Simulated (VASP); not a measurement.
Write the native input for VASP 6.6.1 that does the following.

| Quantity | Value |
| --- | --- |
| Task | relaxation of cell and atoms |
| Functional | PBEsol |
| Dispersion | D3(BJ) |
| Potentials or basis | VASP PAW PBE potentials, release 64 (Se) |
| Cutoff | 600 eV |
| k mesh | 12 × 12 × 12 |
| Occupations | methfessel-paxton, width 0.1 eV |
| Spin | no spin polarisation |
| Dipole correction | no |
| Further INCAR settings | ALGO = Normal; EDIFF = 1e-06; IBRION = 2; EDIFFG = -0.03; NSW = 80; ISIF = 3 |

The structure of Se lies in POSCAR:

```
Se
1.0
    2.8105630000      0.0000000000      0.0000000000
    0.0000000000      2.8105630000      0.0000000000
    0.0000000000      0.0000000000      2.8105630000
Se
1
Direct
    0.0000000000      0.0000000000      0.0000000000
```

The input as run:

INCAR

```
ALGO = Normal
EDIFF = 1E-6
EDIFFG = -0.03
ENCUT = 600
GGA = PS
IBRION = 2
ISIF = 3
ISMEAR = 1
IVDW = 12
LASPH = True
LCHARG = False
LREAL = False
LWAVE = False
NELM = 60
NSW = 80
PREC = Accurate
SIGMA = 0.1
```

KPOINTS

```
k-points
0
Gamma
  12 12 12
```

Potentials or basis: VASP PAW PBE potentials, release 64 (Se).

Command:

```bash
$ cat potpaw_PBE.64/Se/POTCAR > POTCAR
$ mpirun -np 1 vasp_std > vasp.out
```

Results of the run:

```yaml
Relaxed_volume: 21.03 Å³/atom
Relaxed_cell: a = 2.760 Å, b = 2.760 Å, c = 2.760 Å, α = 90.00°, β = 90.00°, γ = 90.00°
Space_group_after_relaxing_to_0.05_Å: Pm-3m (No. 221)
Energy_gained_by_relaxing: 16.5 meV/atom
Ionic_steps: 3
Pressure_after_relaxing: 0.0 GPa
Band_gap_on_the_k_mesh: zero (band 3 reaches 8.59 eV, above the bottom of band 4 at 1.87 eV)
Dispersion_energy_per_atom: -0.357 eV
```

Caveat: the PAW data sets were made with another functional, which shifts forces and pressure a little; pairwise dispersion overbinds metals, which lowers pressure and volume.

It took 7.4 s on 1 thread of Intel(R) Xeon(R) 6975P-C (Granite Rapids), on a shared host, peak memory 0.16 GiB.
